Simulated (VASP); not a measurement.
# NbAs (I4_1md) in VASP: single point with r2SCAN

Aim: the single point of NbAs with r2SCAN.

All numbers are computed with VASP 6.6.1; they aren't measurements. Logs are shortened: lines on timing, memory, paths and dates and some standing lists are left out, and cuts for length are marked.

## Step 1: The cell of the first run

It takes space group I4_1md (No. 109, tetragonal). The conventional cell has a = 3.527 Å, b = 3.527 Å, c = 11.627 Å, α = 90.00°, β = 90.00°, γ = 90.00°. Within 3.6 Å of Nb (site symmetry 2mm) lie 6 As at 2.63 to 2.67 Å and 8 Nb at 3.40 to 3.53 Å. As (site symmetry 2mm) has 6 Nb at 2.63 to 2.67 Å and 8 As at 3.40 to 3.53 Å within 3.6 Å.

## Step 2: Single point, r2SCAN (biaxial strain in the a-b plane: +2.0 %)

The input, POSCAR:

```
NbAs
1.0
    3.5266686020      0.0000000000      0.0000000000
    0.0000000000      3.5266686020      0.0000000000
    0.0000000000      0.0000000000     11.6271420279
Nb As
4 4
Direct
    0.5000000000      0.5000000000      0.9991416592
    0.5000000000      0.0000000000      0.2491416592
    0.0000000000      0.0000000000      0.4991416592
    0.0000000000      0.5000000000      0.7491416592
    0.0000000000      0.0000000000      0.9168583408
    0.0000000000      0.5000000000      0.1668583408
    0.5000000000      0.5000000000      0.4168583408
    0.5000000000      0.0000000000      0.6668583408
```

The input, INCAR.step1:

```
SYSTEM = NbAs
  ALGO = Normal
  EDIFF = 1E-4
  ENCUT = 520
  GGA = PE
  ISMEAR = 0
  LASPH = .TRUE.
  LCHARG = .FALSE.
  LREAL = .FALSE.
  LWAVE = .TRUE.
  NBANDS = 46
  NELM = 100
  PREC = Accurate
  SIGMA = 0.1
```

The input, INCAR.step2:

```
SYSTEM = NbAs
  ALGO = Normal
  EDIFF = 1E-6
  ENCUT = 520
  ISIF = 2
  ISMEAR = 0
  ISTART = 1
  LASPH = .TRUE.
  LCHARG = .FALSE.
  LMIXTAU = .TRUE.
  LREAL = .FALSE.
  LWAVE = .FALSE.
  METAGGA = R2SCAN
  NBANDS = 46
  NELM = 100
  PREC = Accurate
  SIGMA = 0.1
```

The input, KPOINTS:

```
k-points
0
G
  10 10 4
  0 0 0
```

Potentials or basis: VASP PAW PBE potentials, release 64 (Nb_sv, As).

Launch:

```sh
> cat potpaw_PBE.64/Nb_sv/POTCAR potpaw_PBE.64/As/POTCAR > POTCAR
> cp INCAR.step1 INCAR
> mpirun -np 1 vasp_std > vasp.out
> cp INCAR.step2 INCAR
> mpirun -np 1 vasp_std > vasp.out
```

OUTCAR:

```text
SYSTEM = NbAs
   EDIFF = 1E-6
   ENCUT = 520
   ISIF = 2
   ISMEAR = 0
   ISTART = 1
   LASPH = .TRUE.
   LREAL = .FALSE.
   METAGGA = R2SCAN
   NELM = 100
   PREC = Accurate

 ion  position               nearest neighbor table
   1  0.500  0.500  0.999-   6 2.63   6 2.63   5 2.67   5 2.67   5 2.67   5 2.67
   2  0.500  0.000  0.249-   7 2.63   7 2.63   6 2.67   6 2.67   6 2.67   6 2.67
   3  0.000  0.000  0.499-   8 2.63   8 2.63   7 2.67   7 2.67   7 2.67   7 2.67
   4  0.000  0.500  0.749-   5 2.63   5 2.63   8 2.67   8 2.67   8 2.67   8 2.67
   5  0.000  0.000  0.917-   4 2.63   4 2.63   1 2.67   1 2.67   1 2.67   1 2.67
   6  0.000  0.500  0.167-   1 2.63   1 2.63   2 2.67   2 2.67   2 2.67   2 2.67
   7  0.500  0.500  0.417-   2 2.63   2 2.63   3 2.67   3 2.67   3 2.67   3 2.67
   8  0.500  0.000  0.667-   3 2.63   3 2.63   4 2.67   4 2.67   4 2.67   4 2.67

  LATTYP: Found a simple tetragonal cell.
 ALAT       =     3.5266686020
 C/A-ratio  =     3.2969193707

  Lattice vectors:

 A1 = (   3.5266686020,   0.0000000000,   0.0000000000)
 A2 = (   0.0000000000,   3.5266686020,   0.0000000000)
 A3 = (   0.0000000000,   0.0000000000,  11.6271420279)

Analysis of symmetry for initial positions (statically):
=====================================================================
 Subroutine PRICEL returns following result:

  LATTYP: Found a body centered tetragonal cell.
 ALAT       =     3.5266686020
 C/A-ratio  =     3.2969193707

  Lattice vectors:

 A1 = (  -1.7633343010,   1.7633343010,   5.8135710139)
 A2 = (   1.7633343010,  -1.7633343010,   5.8135710139)
 A3 = (   1.7633343010,   1.7633343010,  -5.8135710139)

   2 primitive cells build up your supercell.

 Routine SETGRP: Setting up the symmetry group for a
 simple tetragonal supercell.

 Subroutine GETGRP returns: Found  8 space group operations
 (whereof  4 operations were pure point group operations)
 out of a pool of 16 trial point group operations.

The static configuration has the point symmetry C_2v.
 The point group associated with its full space group is C_4v.

Analysis of symmetry for dynamics (positions and initial velocities):
=====================================================================
 Subroutine PRICEL returns following result:

  LATTYP: Found a body centered tetragonal cell.
 ALAT       =     3.5266686020
 C/A-ratio  =     3.2969193707

  Lattice vectors:

 A1 = (  -1.7633343010,   1.7633343010,   5.8135710139)
 A2 = (   1.7633343010,  -1.7633343010,   5.8135710139)
 A3 = (   1.7633343010,   1.7633343010,  -5.8135710139)

[... 121 lines left out ...]
   ISYM   =      2    0-nonsym 1-usesym 2-fastsym
   POTIM  = 0.5000    time-step for ionic-motion
   TEBEG  =    0.0;   TEEND  =   0.0 temperature during run
   PSTRESS=    0.0 pullay stress
   NELECT =      72.0000    total number of electrons
   NUPDOWN=      -1.0000    fix difference up-down
   EMIN   =  10.00;   EMAX   =-10.00  energy-range for DOS
   EFERMI =   0.00;   METHOD = LEGACY
   ISMEAR =     0;   SIGMA  =   0.10  broadening in eV -4-tet -1-fermi 0-gaus
   EFERMI_NEDOS =   21; number of points for ismear=-14 and -15
   IALGO  =     38    algorithm
   IMIX   =      4    mixing-type and parameters
     AMIX     =   0.40;   BMIX     =  1.00
     AMIX_MAG =   1.60;   BMIX_MAG =  1.00
  volume/ion in A,a.u.               =      18.08       121.99
  Fermi-wavevector in a.u.,A,eV,Ry     =   1.297532  2.451981 22.906640  1.683591
  Thomas-Fermi vector in A             =   2.428919
   LORBIT       =      0    0 simple, 1 ext, 2 COOP (PROOUT), +10 PAW based schemes
   METAGGA = R2SCAN    functional components
   LHFCALC =     F    Hartree Fock is set to
   AEXX    =    0.0000 exact exchange contribution
   IVDW    =     0    specifies the selected vdW correction
   LEPSILON=     F    determine dielectric tensor
   LRPA    =     F    only Hartree local field effects (RPA)
 non-spin polarized calculation
 Gauss-broadening in eV      SIGMA  =   0.10
  energy-cutoff  :      520.00
  volume of cell :      144.61
 maximum number of plane-waves:      3940
 NGX is ok and might be reduce to    28
   NGX = 13   NGY = 13   NGZ = 43

 number of electron      72.0000002 magnetization

 Free energy of the ion-electron system (eV)
  ---------------------------------------------------
  ext. energy  EPLUGINS =         0.00000000
  ---------------------------------------------------
  free energy    TOTEN  =      -164.41574490 eV

  energy without entropy =     -164.40638311  energy(sigma->0) =     -164.41106401

 E-fermi :   9.1551     XC(G=0): -12.4445

 val. band max:        9.1534719611   @ k =   0.5000   0.0000   0.5000
 cond. band min:       9.1654889495   @ k =   0.3000   0.0000   0.5000
 fundamental gap:      0.0120169883
 Fermi energy:         9.1551344261

 k-point     1 :       0.0000    0.0000    0.0000
  band No.  band energies     occupation
      1     -47.9597      2.00000
      2     -47.9448      2.00000
      3     -47.9448      2.00000
      4     -47.9298      2.00000
      5     -23.4266      2.00000
      6     -23.3647      2.00000
[... 1165 lines left out ...]
     45      12.1156      0.00000
     46      12.1885      0.00000

 [... further k-points ...]

------------------------ aborting loop because EDIFF is reached ----------------------------------------

  FORCE on cell =-STRESS in cart. coord.  units (eV):
  Direction    XX          YY          ZZ          XY          YZ          ZX
  --------------------------------------------------------------------------------------
  -------------------------------------------------------------------------------------
  Total       -6.1546586     -6.1546586     -1.0603966      0.0000000      0.0000000      0.0000000
  in kB      -68.1886783    -68.1886783    -11.7483431      0.0000000      0.0000000      0.0000000
  external PRESSURE =     -49.3752332 kB  Pullay stress =       0.0000000 kB

 VOLUME and BASIS-vectors are now :
 -----------------------------------------------------------------------------
  energy-cutoff  :      520.00
  volume of cell :      144.61
      direct lattice vectors                 reciprocal lattice vectors
     3.526668602  0.000000000  0.000000000     0.283553720  0.000000000  0.000000000
     0.000000000  3.526668602  0.000000000     0.000000000  0.283553720  0.000000000
     0.000000000  0.000000000 11.627142028     0.000000000  0.000000000  0.086005658

 POSITION                                       TOTAL-FORCE (eV/Angst)
 -----------------------------------------------------------------------------------
      1.76333      1.76333     11.61716        -0.000000      0.000000     -0.148699
      1.76333      0.00000      2.89681         0.000000     -0.000000     -0.148699
      0.00000      0.00000      5.80359         0.000000     -0.000000     -0.148699
      0.00000      1.76333      8.71038        -0.000000     -0.000000     -0.148699
      0.00000      0.00000     10.66044        -0.000000     -0.000000      0.148699
      0.00000      1.76333      1.94009        -0.000000     -0.000000      0.148699
      1.76333      1.76333      4.84687        -0.000000     -0.000000      0.148699
      1.76333      0.00000      7.75366        -0.000000     -0.000000      0.148699
 -----------------------------------------------------------------------------------
    total drift:                                0.000000      0.000000      0.000403

  FREE ENERGIE OF THE ION-ELECTRON SYSTEM (eV)
  ---------------------------------------------------
  free  energy   TOTEN  =      -164.4157449026 eV

  energy  without entropy=     -164.4063831096  energy(sigma->0) =     -164.41106401
```

OSZICAR.step1:

```text
N       E                     dE             d eps       ncg     rms          rms(c)
DAV:   1     0.774201457282E+03    0.77420E+03   -0.37289E+04  5796   0.154E+03
DAV:   2     0.896344907193E+00   -0.77331E+03   -0.75644E+03  7192   0.585E+02
DAV:   3    -0.632563359298E+02   -0.64153E+02   -0.63135E+02  9152   0.128E+02
DAV:   4    -0.688227591668E+02   -0.55664E+01   -0.55369E+01  9928   0.320E+01
DAV:   5    -0.690293436237E+02   -0.20658E+00   -0.20610E+00  9358   0.684E+00    0.148E+01
DAV:   6    -0.649958983084E+02    0.40334E+01   -0.20216E+01  8728   0.206E+01    0.407E+00
DAV:   7    -0.649961760630E+02   -0.27775E-03   -0.11715E+00  8978   0.439E+00    0.255E+00
DAV:   8    -0.649870249865E+02    0.91511E-02   -0.14893E-01  8810   0.171E+00    0.769E-01
DAV:   9    -0.649878695540E+02   -0.84457E-03   -0.24233E-02  9866   0.845E-01    0.389E-01
DAV:  10    -0.649882946294E+02   -0.42508E-03   -0.64818E-03  8422   0.480E-01    0.632E-02
DAV:  11    -0.649882215675E+02    0.73062E-04   -0.45154E-04  6692   0.159E-01
   1 F= -.64988222E+02 E0= -.64983641E+02  d E =-.916177E-02
```

Run time: 11 min. Hardware: 1 thread of Intel Xeon 6975P-C (Granite Rapids), shared host; peak memory 0.49 GiB.

Results:

| Item | Value |
| --- | --- |
| Free energy | -164.4157 eV |
| Pressure | -4.9 GPa |
| Largest force | 0.149 eV/Å |

Forces in eV/Å, atoms in the order of the input:
```
Nb   0.000  0.000 -0.149
Nb   0.000  0.000 -0.149
Nb   0.000  0.000 -0.149
Nb   0.000  0.000 -0.149
As   0.000  0.000  0.149
As   0.000  0.000  0.149
As   0.000  0.000  0.149
As   0.000  0.000  0.149
```

Stress tensor (GPa, compression positive):
```
-6.82  0.00  0.00
 0.00 -6.82  0.00
 0.00  0.00 -1.17
```

Levels at points of the mesh, in eV from the Fermi level:
| k point | band 33 | band 34 | band 35 | band 36 | band 37 | band 38 | band 39 | band 40 |
| --- | --- | --- | --- | --- | --- | --- | --- | --- |
| (0.00, 0.00, 0.00) | -1.54 | -1.52 | -0.85 | -0.85 | 0.60 | 0.91 | 0.91 | 1.24 |
| (0.50, 0.00, 0.00) | -1.40 | -1.40 | -0.10 | -0.10 | 0.09 | 0.09 | 1.37 | 1.37 |
| (0.50, 0.50, 0.00) | -0.73 | -0.73 | -0.73 | -0.73 | 2.33 | 2.33 | 2.33 | 2.33 |
| (0.00, 0.00, 0.50) | -1.17 | -1.17 | -1.17 | -1.17 | 0.69 | 0.69 | 1.14 | 1.14 |
| (0.50, 0.00, 0.50) | -1.31 | -1.31 | 0.00 | 0.00 | 0.02 | 0.02 | 1.19 | 1.19 |
| (0.50, 0.50, 0.50) | -0.72 | -0.72 | -0.72 | -0.72 | 2.34 | 2.34 | 2.34 | 2.34 |

Caveat: the cell differs from its parent crystal (biaxial strain in the a-b plane: +2.0 %); the cell stands under tension; the PAW data sets were made with another functional, which shifts forces and pressure a little.
